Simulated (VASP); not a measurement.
Here is a VASP 6.6.1 calculation.

INCAR

```
SYSTEM = AlN
PREC = Accurate
ENCUT = 600
EDIFF = 1E-6
ISMEAR = 0
SIGMA = 0.02
LREAL = .FALSE.
LASPH = .TRUE.
NELM = 120
ALGO = Normal
ISIF = 2
LWAVE = .FALSE.
LCHARG = .TRUE.
LELF = .TRUE.
LVHAR = .TRUE.
NBANDS = 16
GGA_COMPAT = .FALSE.
```

File KPOINTS:

```
Automatic mesh
0
G
  9 9 6
  0 0 0
```

File POSCAR:

```
AlN
1.0
    3.0886284251      0.0000000000      0.0000000000
   -1.5443142125      2.6748306790      0.0000000000
    0.0000000000      0.0000000000      4.9431608963
Al N
2 2
Direct
    0.3333333333      0.6666666667     -0.0024903996
    0.6666666667      0.3333333333      0.4975096004
    0.3333333333      0.6666666667      0.3794903996
    0.6666666667      0.3333333333      0.8794903996
```

Potentials or basis: VASP PAW LDA potentials, release 64 (Al, N).

Run with:

```console
$ cat potpaw_LDA.64/Al/POTCAR potpaw_LDA.64/N/POTCAR > POTCAR
$ mpirun -np 1 vasp_std > vasp.out
```

(1) Predict the pressure.

(2) Estimate the band gap on the k mesh.

## Answers

(1) 0.5 GPa.

(2) 4.42 eV.

Caveat: an odd mesh through Γ misses points on the zone boundary, where band edges can lie.
